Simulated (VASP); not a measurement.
Wanted: the native input for a VASP 6.6.1 run.

```
Task                   : relaxation of cell and atoms
Functional             : PBE
Potentials or basis    : VASP PAW PBE potentials, release 64 (Al, Bi_d, O)
Cutoff                 : 600 eV
k mesh                 : 4 × 4 × 4
Occupations            : gaussian, width 0.1 eV
Spin                   : no spin polarisation
Dipole correction      : no
Further INCAR settings : ALGO = Normal; EDIFF = 1e-06; IBRION = 2; EDIFFG = -0.04; NSW = 90; ISIF = 3
```

The structure of Al3BiO lies in POSCAR:

```
Al3BiO
1.0
    4.6726254100      0.0000000000      0.0000000000
    0.0000000000      4.6726254100      0.0000000000
    0.0000000000      0.0000000000      4.6726254100
Al Bi O
3 1 1
Direct
    0.5000000000      0.0000000000      0.0000000000
    0.0000000000      0.5000000000      0.0000000000
    0.0000000000      0.0000000000      0.5000000000
    0.5000000000      0.5000000000      0.5000000000
    0.0000000000      0.0000000000      0.0000000000
```

These files were run (other wordings do the same):

INCAR

```
SYSTEM = Al3BiO
ALGO = Normal
EDIFF = 1E-6
EDIFFG = -0.04
ENCUT = 600
GGA = PE
IBRION = 2
ISIF = 3
ISMEAR = 0
LASPH = .TRUE.
LCHARG = .FALSE.
LREAL = .FALSE.
LWAVE = .FALSE.
NELM = 60
NSW = 90
PREC = Accurate
SIGMA = 0.1
```

KPOINTS

```
k-points
0
G
  4 4 4
  0 0 0
```

Potentials or basis: VASP PAW PBE potentials, release 64 (Al, Bi_d, O).

Run with:

```console
$ cat potpaw_PBE.64/Al/POTCAR potpaw_PBE.64/Bi_d/POTCAR potpaw_PBE.64/O/POTCAR > POTCAR
$ mpirun -np 1 vasp_std > vasp.out
```

It gave:

| Quantity | Value |
| --- | --- |
| Relaxed volume | 18.16 Å³/atom |
| Relaxed cell | a = 4.495 Å, b = 4.495 Å, c = 4.495 Å, α = 90.00°, β = 90.00°, γ = 90.00° |
| Space group after relaxing (to 0.05 Å) | Pm-3m (No. 221) |
| Energy gained by relaxing | 50.5 meV/atom |
| Ionic steps | 3 |
| Pressure after relaxing | 0.0 GPa |
| Band gap on the k mesh | zero (band 15 reaches 7.36 eV, above the bottom of band 16 at 5.75 eV) |

Caveat: spin-orbit coupling is left out, which moves the levels of the heavy elements.

Run time: 2.1 min on 1 thread of Intel Xeon 6975P-C, with other jobs on the host, peak memory 0.26 GiB.
